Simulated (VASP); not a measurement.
# NaCl (Fm-3m) in VASP: notebook, part 2 of 2

VASP 6.6.1. Earlier steps stand in the parts before.

### 3 Relaxation of cell and atoms, PBEsol+D3(BJ)

The input, INCAR:

```
SYSTEM = NaCl
ALGO = Normal
EDIFF = 1E-6
EDIFFG = -0.01
ENCUT = 600
GGA = PS
IBRION = 2
ISIF = 3
ISMEAR = -1
IVDW = 12
LASPH = .TRUE.
LCHARG = .FALSE.
LREAL = .FALSE.
LWAVE = .FALSE.
NELM = 100
NSW = 60
PREC = Accurate
SIGMA = 0.05
```

The input, KPOINTS:

```
k-points
0
G
  8 8 8
  0 0 0
```

The input, POSCAR:

```
NaCl
1.0
    0.0000000000      2.7940632177      2.7940632177
    2.7940632177      0.0000000000      2.7940632177
    2.7940632177      2.7940632177      0.0000000000
Cl Na
1 1
Direct
    0.5000000000      0.5000000000      0.5000000000
    0.0000000000      0.0000000000      0.0000000000
```

Potentials or basis: VASP PAW PBE potentials, release 64 (Cl, Na_pv).

The run is started by

```bash
cat potpaw_PBE.64/Cl/POTCAR potpaw_PBE.64/Na_pv/POTCAR > POTCAR
mpirun -np 1 vasp_std > vasp.out
```

OUTCAR:

```text
SYSTEM = NaCl
   EDIFF = 1E-6
   EDIFFG = -0.01
   ENCUT = 600
   GGA = PS
   IBRION = 2
   ISIF = 3
   ISMEAR = -1
   IVDW = 12
   LASPH = .TRUE.
   LREAL = .FALSE.
   NELM = 100
   NSW = 60
   PREC = Accurate
 IVDW          = 12

 ion  position               nearest neighbor table
   1  0.500  0.500  0.500-
   2  0.000  0.000  0.000-

  LATTYP: Found a face centered cubic cell.
 ALAT       =     5.5881264354

  Lattice vectors:

 A1 = (   0.0000000000,   2.7940632177,   2.7940632177)
 A2 = (   2.7940632177,   0.0000000000,   2.7940632177)
 A3 = (   2.7940632177,   2.7940632177,   0.0000000000)

Analysis of symmetry for initial positions (statically):
=====================================================================
 Subroutine PRICEL returns:
 Original cell was already a primitive cell.

 Routine SETGRP: Setting up the symmetry group for a
 face centered cubic supercell.

 Subroutine GETGRP returns: Found 48 space group operations
 (whereof 48 operations were pure point group operations)
 out of a pool of 48 trial point group operations.

The static configuration has the point symmetry O_h .

Analysis of symmetry for dynamics (positions and initial velocities):
=====================================================================
 Subroutine PRICEL returns:
 Original cell was already a primitive cell.

[... 151 lines left out ...]
  ext. energy  EPLUGINS =         0.00000000
  ---------------------------------------------------
  free energy    TOTEN  =        -6.99830059 eV

  energy without entropy =       -6.99830059  energy(sigma->0) =       -6.99830059

------------------------ aborting loop because EDIFF is reached ----------------------------------------

 Edisp (eV)   -0.39418

 E8    (eV) :    -0.2532
[... 111 lines left out ...]
--------------------------------------- Ionic step        4  -------------------------------------------

 number of electron      13.9999995 magnetization

 Free energy of the ion-electron system (eV)
  ---------------------------------------------------
  ext. energy  EPLUGINS =         0.00000000
  ---------------------------------------------------
  free energy    TOTEN  =        -6.98726405 eV

  energy without entropy =       -6.98726405  energy(sigma->0) =       -6.98726405

 E-fermi :   0.6969     XC(G=0):  -8.6621

 val. band max:       -0.3390285938   @ k =   0.0000   0.0000   0.0000
 cond. band min:       4.8767587544   @ k =   0.0000   0.0000   0.0000
 fundamental gap:      5.2157873482
 Fermi energy:         0.6969335901

 k-point     1 :       0.0000    0.0000    0.0000
  band No.  band energies     occupation
      1     -20.8630      2.00000
      2     -20.8630      2.00000
      3     -20.8630      2.00000
      4     -13.1643      2.00000
      5      -0.3390      2.00000
      6      -0.3390      2.00000
      7      -0.3390      2.00000
      8       4.8768      0.00000
      9      10.7218      0.00000
     10      10.7218      0.00000
     11      10.7218      0.00000
[... 309 lines left out ...]
 k-point    24 :      -0.3750    0.2500    0.1250
  band No.  band energies     occupation
      1     -20.8977      2.00000
      2     -20.8746      2.00000
      3     -20.8691      2.00000
      4     -12.6956      2.00000
      5      -2.2400      2.00000
      6      -1.2303      2.00000
      7      -0.8218      2.00000
      8       7.9875      0.00000
      9       9.3949      0.00000
     10      10.0819      0.00000
     11      11.5493      0.00000

 [... further k-points ...]

------------------------ aborting loop because EDIFF is reached ----------------------------------------

 Edisp (eV)   -0.41325

 E8    (eV) :    -0.2655
[... 25 lines left out ...]
  FREE ENERGIE OF THE ION-ELECTRON SYSTEM (eV)
  ---------------------------------------------------
  free  energy   TOTEN  =        -7.4005130493 eV

  energy  without entropy=       -7.4005130492  energy(sigma->0) =       -7.40051305

 reached required accuracy - stopping structural energy minimisation
```

OSZICAR:

```text
N       E                     dE             d eps       ncg     rms          rms(c)
DAV:   1     0.988248718764E+02    0.98825E+02   -0.78523E+03   638   0.141E+03
DAV:   2     0.137193475865E+01   -0.97453E+02   -0.89874E+02   718   0.296E+02
DAV:   3    -0.696596520938E+01   -0.83379E+01   -0.82811E+01   761   0.834E+01
[... 28 lines left out ...]
DAV:   2    -0.698779620050E+01    0.27312E-02   -0.44214E-03   713   0.755E-01    0.152E-01
DAV:   3    -0.698730676348E+01    0.48944E-03   -0.11609E-03   722   0.403E-01    0.719E-02
DAV:   4    -0.698726499370E+01    0.41770E-04   -0.36323E-05   933   0.772E-02    0.588E-03
DAV:   5    -0.698726394604E+01    0.10477E-05   -0.44569E-06   668   0.185E-02    0.393E-03
DAV:   6    -0.698726405225E+01   -0.10621E-06   -0.20164E-07   319   0.771E-03
   4 F= -.74005130E+01 E0= -.74005130E+01  d E =-.803398E-02
```

CONTCAR:

```text
NaCl
   1.00000000000000
     0.0000000000000000    2.7516651261849363    2.7516651261849363
     2.7516651261849363    0.0000000000000000    2.7516651261849363
     2.7516651261849363    2.7516651261849363   -0.0000000000000000
  Cl              Na
     1     1
Direct
     0.5000000000000000    0.5000000000000000    0.5000000000000000
     1.0000000000000000    0.0000000000000000    0.0000000000000000

  0.00000000E+00  0.00000000E+00  0.00000000E+00
  0.00000000E+00  0.00000000E+00  0.00000000E+00
```

Wall time 50 s (1 thread of Intel Xeon 8259CL, shared host); peak memory 0.19 GiB.

Results:

| Item | Value |
| --- | --- |
| Free energy | -7.4005 eV |
| Relaxed volume | 20.83 Å³/atom |
| Relaxed cell | a = 3.891 Å, b = 3.891 Å, c = 3.891 Å, α = 60.00°, β = 60.00°, γ = 60.00° |
| Space group after relaxing (to 0.1 Å) | Fm-3m (No. 225) |
| Energy gained by relaxing | 4.0 meV/atom |
| Ionic steps | 4 |
| Pressure after relaxing | 0.0 GPa |
| Band gap on the k mesh | 5.22 eV |
| Dispersion energy per atom | -0.207 eV |

The path:
| step | energy change (eV) | largest force (eV/Å) | pressure (GPa) | volume (Å³) |
| --- | --- | --- | --- | --- |
| 1 | 0.0000 | 0.0000 | -1.24 | 43.63 |
| 2 | -0.0062 | 0.0000 | -0.59 | 42.57 |
| 3 | -0.0079 | 0.0000 | -0.17 | 41.93 |
| 4 | -0.0080 | 0.0000 | 0.00 | 41.67 |

Final structure:
```cif
data_structure
_symmetry_space_group_name_H-M 'P 1'
_symmetry_Int_Tables_number 1
_cell_length_a 3.8914
_cell_length_b 3.8914
_cell_length_c 3.8914
_cell_angle_alpha 60.000
_cell_angle_beta 60.000
_cell_angle_gamma 60.000
_cell_volume 41.67
loop_
_atom_site_label
_atom_site_type_symbol
_atom_site_fract_x
_atom_site_fract_y
_atom_site_fract_z
_atom_site_occupancy
Cl1 Cl 0.50000 0.50000 0.50000 1
Na1 Na 0.00000 0.00000 0.00000 1
```

Levels at points of the mesh, in eV from the valence-band top:
| k point | band 3 | band 4 | band 5 | band 6 | band 7 | band 8 | band 9 | band 10 | band 11 |
| --- | --- | --- | --- | --- | --- | --- | --- | --- | --- |
| (0.00, 0.00, 0.00) | -20.52 | -12.83 | 0.00 | 0.00 | 0.00 | 5.22 | 11.06 | 11.06 | 11.06 |
| (0.50, 0.00, 0.00) | -20.53 | -12.39 | -2.21 | -0.31 | -0.31 | 7.20 | 11.03 | 11.03 | 11.10 |
| (0.50, 0.50, 0.00) | -20.54 | -12.34 | -1.91 | -0.69 | -0.69 | 7.64 | 7.81 | 11.66 | 15.28 |

Caveat: the PAW data sets were made with another functional, which shifts forces and pressure a little.

### 4 Relaxation of cell and atoms, PBEsol+D4

The input, INCAR:

```
PREC = Accurate
ENCUT = 600
EDIFF = 1E-7
ISMEAR = -1
SIGMA = 0.05
LREAL = F
LASPH = T
NELM = 80
ALGO = Normal
ISIF = 3
LWAVE = F
LCHARG = F
GGA = PS
IVDW = 13
IBRION = 2
NSW = 60
EDIFFG = -0.01
```

The input, KPOINTS:

```
regular mesh
0
Gamma
  8 8 8
```

POSCAR is that of step 3.

The run is started by

```bash
cat potpaw_PBE.64/Cl/POTCAR potpaw_PBE.64/Na_pv/POTCAR > POTCAR
mpirun -np 1 vasp_std > vasp.out
```

Run time: 36 s. Hardware: 1 thread of Intel Xeon 8259CL, shared host; peak memory 0.18 GiB.

The run converged. Its results:

| Item | Value |
| --- | --- |
| Free energy | -7.1182 eV |
| Relaxed volume | 21.69 Å³/atom |
| Relaxed cell | a = 3.944 Å, b = 3.944 Å, c = 3.944 Å, α = 60.00°, β = 60.00°, γ = 60.00° |
| Space group after relaxing (to 0.1 Å) | Fm-3m (No. 225) |
| Energy gained by relaxing | 0.1 meV/atom |
| Ionic steps | 3 |
| Pressure after relaxing | 0.0 GPa |
| Band gap on the k mesh | 5.06 eV |
| Dispersion energy per atom | -0.060 eV |

The path:
| step | energy change (eV) | largest force (eV/Å) | pressure (GPa) | volume (Å³) |
| --- | --- | --- | --- | --- |
| 1 | 0.0000 | 0.0000 | -0.17 | 43.63 |
| 2 | -0.0001 | 0.0000 | -0.08 | 43.48 |
| 3 | -0.0002 | 0.0000 | -0.02 | 43.38 |

Final structure:
```xyz
2
Lattice="0.0000 2.7888 2.7888 2.7888 0.0000 2.7888 2.7888 2.7888 0.0000" Properties=species:S:1:pos:R:3 pbc="T T T"
Cl    2.7888    2.7888    2.7888
Na    0.0000    0.0000    0.0000
```

Levels at points of the mesh, in eV from the valence-band top:
| k point | band 5 | band 6 | band 7 | band 8 | band 9 | band 10 |
| --- | --- | --- | --- | --- | --- | --- |
| (0.00, 0.00, 0.00) | 0.00 | 0.00 | 0.00 | 5.06 | 11.03 | 11.03 |
| (0.50, 0.00, 0.00) | -2.08 | -0.29 | -0.29 | 7.13 | 10.77 | 10.94 |
| (0.50, 0.50, 0.00) | -1.80 | -0.64 | -0.64 | 7.53 | 7.86 | 11.37 |

Caveat: the PAW data sets were made with another functional, which shifts forces and pressure a little.

### 5 Overview

| level | cell | gap on the mesh (eV) | pressure (GPa) | relaxed volume (Å³/atom) |
| --- | --- | --- | --- | --- |
| PBEsol | relaxed to 30 GPa | 6.93 | 30.0 | - |
| PBEsol+D3(BJ) | relaxed | 5.22 | 0.0 | 20.83 |
| PBEsol+D4 | relaxed | 5.06 | 0.0 | 21.69 |

Alike in all rows: task relaxation of cell and atoms; potentials or basis VASP PAW PBE potentials, release 64 (Cl, Na_pv); no spin polarisation; k mesh 8 × 8 × 8; cutoff (eV) 600; smearing fermi-dirac 0.05 eV.

Caveats: the PAW data sets were made with another functional, which shifts forces and pressure a little; the cell is relaxed towards a set pressure, so the run minimises the enthalpy, not the energy (at least some runs); the volume moved by over 15 % at a fixed basis, so the end points are rough (at least some runs).

Total energies depend on the potentials used, so only differences within one code and one set of settings carry meaning.
